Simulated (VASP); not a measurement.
The system is PbO.

```
CELL_PARAMETERS angstrom
3.99000 0.00000 0.00000
0.00000 3.99000 0.00000
0.00000 0.00000 5.01000
ATOMIC_POSITIONS crystal
Pb 0.50000 0.00000 0.76000
Pb 0.00000 0.50000 0.24000
O 0.50000 0.50000 0.00000
O 0.00000 0.00000 0.00000
```

Base run:

| Quantity | Value |
| --- | --- |
| Program | VASP 6.6.1 |
| Functional | r2SCAN-based global hybrid with 15 % exact exchange |
| Potentials or basis | VASP PAW PBE potentials, release 64 (Pb_d, O) |
| Cutoff | 580 eV |
| k mesh | 4 × 4 × 3 |
| Occupations | fermi-dirac, width 0.05 eV |
| Spin | no spin polarisation |

Its results: band gap on the k mesh 2.22 eV (least direct gap 3.54 eV); pressure -1.4 GPa; largest force 0.572 eV/Å.

Question: The run is repeated on the same cell with these changes: functional from r2SCAN-based global hybrid with 15 % exact exchange to r2SCAN-based global hybrid with 25 % exact exchange; share of exact exchange from 0.15 to 0.25. What comes out?

Answer: Band gap on the k mesh 2.75 eV (least direct gap 4.24 eV); pressure -2.4 GPa; largest force 0.747 eV/Å.

Caveats: the PAW data sets were made with another functional, which shifts forces and pressure a little; spin-orbit coupling is left out, which moves the levels of the heavy elements.

A k mesh can miss the band edges.
